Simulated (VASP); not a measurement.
Input of a VASP 6.6.1 run:

File INCAR:

```
SYSTEM = SiC
PREC = Accurate
ENCUT = 520
EDIFF = 1E-6
ISMEAR = 0
SIGMA = 0.02
LREAL = .FALSE.
LASPH = .TRUE.
NELM = 100
ALGO = Normal
ISIF = 2
LWAVE = .FALSE.
LCHARG = .TRUE.
GGA = PE
LELF = .TRUE.
LVHAR = .TRUE.
NBANDS = 11
```

The input KPOINTS:

```
Automatic mesh
0
G
  10 10 10
  0 0 0
```

The input POSCAR:

```
SiC
1.0
    0.0000000000      2.1219911172      2.1219911172
    2.1219911172      0.0000000000      2.1219911172
    2.1219911172      2.1219911172      0.0000000000
Si C
1 1
Direct
    0.7500000000      0.7500000000      0.7500000000
    0.0000000000      0.0000000000      0.0000000000
```

Potentials or basis: VASP PAW PBE potentials, release 64 (Si, C).

Run with:

```sh
$ cat potpaw_PBE.64/Si/POTCAR potpaw_PBE.64/C/POTCAR > POTCAR
$ mpirun -np 1 vasp_std > vasp.out
```

Task: Estimate the pressure.

Result: 24.0 GPa.

Task: Estimate the band gap on the k mesh.

Result: 1.28 eV, indirect (least direct gap 4.62 eV).

 A k mesh can miss the band edges.
